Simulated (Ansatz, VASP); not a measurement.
One calculation of LiF, two programs

Contents of POSCAR:

```
LiF
1.0
    0.0000000000      2.0140000000      2.0140000000
    2.0140000000      0.0000000000      2.0140000000
    2.0140000000      2.0140000000      0.0000000000
Li F
1 1
Direct
    0.0000000000      0.0000000000      0.0000000000
    0.4534508441      0.4534508441      0.5465491559
```

The input INCAR.step1:

```
SYSTEM = LiF
PREC     = Accurate       ! precision mode
ENCUT    = 520            ! plane-wave cutoff, eV
ISMEAR   = 0              ! smearing method
SIGMA    = 0.05           ! smearing width, eV
LREAL    = .False.        ! projectors in reciprocal space
LASPH    = .True.         ! aspherical terms in the spheres
NELM     = 100            ! most SCF steps
NBANDS   = 12             ! bands
GGA      = PE             ! functional
ALGO     = Normal         ! electronic algorithm
EDIFF    = 1E-4           ! SCF threshold, eV
LWAVE    = .True.         ! write WAVECAR
LCHARG   = .False.        ! write CHGCAR
```

The input INCAR.step2:

```
SYSTEM = LiF
PREC     = Accurate       ! precision mode
ENCUT    = 520            ! plane-wave cutoff, eV
EDIFF    = 1E-6           ! SCF threshold, eV
ISMEAR   = 0              ! smearing method
SIGMA    = 0.05           ! smearing width, eV
LREAL    = .False.        ! projectors in reciprocal space
LASPH    = .True.         ! aspherical terms in the spheres
NELM     = 100            ! most SCF steps
ALGO     = Normal         ! electronic algorithm
ISIF     = 2              ! what is computed and relaxed
LWAVE    = .False.        ! write WAVECAR
LCHARG   = .True.         ! write CHGCAR
METAGGA  = R2SCAN         ! meta-GGA
LMIXTAU  = .True.       
LELF     = .True.         ! ELF
LVHAR    = .True.       
NBANDS   = 12             ! bands
ISTART   = 1
```

KPOINTS

```
Automatic mesh
0
Gamma
  10 10 10
  0 0 0
```

Input for Ansatz:

```yaml
crystal:
  lattice:
    - [0.0, 2.014, 2.014]
    - [2.014, 0.0, 2.014]
    - [2.014, 2.014, 0.0]
  atoms:
    - { symbol: Li, position: [0.0, 0.0, 0.0] }
    - { symbol: F, position: [0.4534508441, 0.4534508441, 0.5465491559] }
basis:
  ecutwfc: 500
kpoints:
  mp_grid: { grid: [10, 10, 10] }
hamiltonian:
  xc: r2scan
scf:
  occupations: { method: gaussian, width: 0.05 }
output:
  forces: true
  stress: true
  eigenvalues: true
  write_density: true
  write_potential: true
  elf: true
  volumetric_format: npy
```

Change from the starting cell: all F atoms moved +0.188 Å, as atom 2 towards its neighbour atom 1 (Li) at 2.014 Å.

Alike in both runs: task single point; functional r2SCAN; k mesh 10 × 10 × 10; occupations gaussian, width 0.05 eV; no spin polarisation.

```csv
,VASP,Ansatz
version,VASP 6.6.1,Ansatz 0.2.0
potentials or method,"VASP PAW PBE potentials, release 64 (Li_sv, F), cutoff 520 eV","scalar-relativistic, plane waves, PAW"
valence electrons in the cell,10,10
```

VASP gave:

```
gap on the k mesh at the Fermi level (eV) : 10.20
least direct gap on the mesh (eV)         : 10.20
rms of the force components (eV/Å)        : 0.265
```

Task: What did Ansatz give for the same quantities?

Result: gap on the k mesh at the Fermi level (eV): 10.00; least direct gap on the mesh (eV): 10.00; rms of the force components (eV/Å): 0.241.

VASP's potentials were made for PBE, not for r2SCAN. Atom by atom the forces differ by 0.024 eV/Å (rms over components). The functional is the same, so the differences come from potentials, cutoffs and numerics.

Noted on VASP's run: the cutoff is short for stress, so the pressure is rough.
